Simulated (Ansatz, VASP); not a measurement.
One calculation of CdSe, two programs

The input INCAR:

```
ALGO = Normal ; EDIFF = 1E-6
ENCUT = 520 ; GGA = PS
ISIF = 2 ; ISMEAR = -1
LASPH = T ; LCHARG = F
LREAL = F ; LWAVE = F
NBANDS = 16 ; NELM = 60
PREC = Accurate ; SIGMA = 0.05
```

Contents of KPOINTS:

```
k-points
0
Gamma
  6 6 6
```

The input POSCAR:

```
CdSe
1.0
    0.0000000000      3.0702711986      3.0702711986
    3.0702711986      0.0000000000      3.0702711986
    3.0702711986      3.0702711986      0.0000000000
Cd Se
1 1
Direct
    0.0000000000      0.0000000000      0.0000000000
    0.2500000000      0.2500000000      0.2500000000
```

File input.yaml:

```yaml
crystal:
  lattice:
    - [0.0, 3.0702711986, 3.0702711986]
    - [3.0702711986, 0.0, 3.0702711986]
    - [3.0702711986, 3.0702711986, 0.0]
  atoms:
    - { symbol: Cd, position: [0.0, 0.0, 0.0] }
    - { symbol: Se, position: [0.25, 0.25, 0.25] }
kpoints:
  mp_grid: { grid: [6, 6, 6] }
  band_path:
    path:
      - [0.0, 0.0, 0.0]
      - [0.5, 0.0, 0.5]
      - [0.5, 0.25, 0.75]
      - [0.375, 0.375, 0.75]
      - [0.0, 0.0, 0.0]
      - [0.5, 0.5, 0.5]
      - [0.625, 0.25, 0.625]
      - [0.5, 0.25, 0.75]
    npoints: 10
scf:
  occupations: { method: fermi_dirac, width: 0.05 }
hamiltonian:
  xc: pbesol
  pseudopotentials: { kind: all_electron, lapw: { basis_error: 0.001 } }
output:
  forces: true
  stress: true
  eigenvalues: true
```

Alike in both runs: functional PBEsol; k mesh 6 × 6 × 6; occupations fermi-dirac, width 0.05 eV; no spin polarisation.

```csv
,VASP,Ansatz
version,VASP 6.6.1,Ansatz 0.2.0
potentials or method,"VASP PAW PBE potentials, release 64 (Cd, Se), cutoff 520 eV","all-electron LAPW, scalar-relativistic"
task,single point,band structure
```

```csv
,VASP,Ansatz,Ansatz less VASP
gap on the k mesh at the Fermi level (eV),0.42,0.42,-0.001
least direct gap on the mesh (eV),0.42,0.42,-0.001
pressure (GPa),-1.1,-1.4,-0.28
```

VASP's potentials were made for PBE, not for PBEsol. Ansatz ran all-electron here, and VASP with PAW potentials.
